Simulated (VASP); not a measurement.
A run of VASP 6.6.1:

Contents of INCAR:

```
SYSTEM = PtSe2
PREC     = Accurate       ! precision mode
ENCUT    = 520            ! plane-wave cutoff, eV
EDIFF    = 1E-6           ! SCF threshold, eV
ISMEAR   = 0              ! smearing method
SIGMA    = 0.02           ! smearing width, eV
LREAL    = .FALSE.        ! projectors in reciprocal space
LASPH    = .TRUE.         ! aspherical terms in the spheres
NELM     = 60             ! most SCF steps
ALGO     = Normal         ! electronic algorithm
ISIF     = 2              ! what is computed and relaxed
LWAVE    = .FALSE.        ! write WAVECAR
LCHARG   = .FALSE.        ! write CHGCAR
GGA      = PE             ! functional
NBANDS   = 18             ! bands
```

File KPOINTS:

```
Automatic mesh
0
G
  12 12 4
  0 0 0
```

POSCAR

```
PtSe2
1.0
    3.7505051026      0.0000000000      0.0000000000
   -1.8752525513      3.2480326959      0.0000000000
    0.0000000000      0.0000000000      6.1266417893
Pt Se
1 2
Direct
    0.0000000000      0.0000000000      0.0000000000
    0.3333333333      0.6666666667      0.2131746813
    0.6666666667      0.3333333333      0.7868253187
```

Potentials or basis: VASP PAW PBE potentials, release 64 (Pt, Se).

Launch:

```console
$ cat potpaw_PBE.64/Pt/POTCAR potpaw_PBE.64/Se/POTCAR > POTCAR
$ mpirun -np 1 vasp_std > vasp.out
```

Hardware: 1 thread of AMD EPYC 7R13 (shared host).

Q: How long does it take, and how much memory?

A: Run time: 2.2 min on 1 thread of AMD EPYC 7R13, with other jobs on the host, peak memory 0.22 GiB. Counts: scf iterations 13, k points 69.
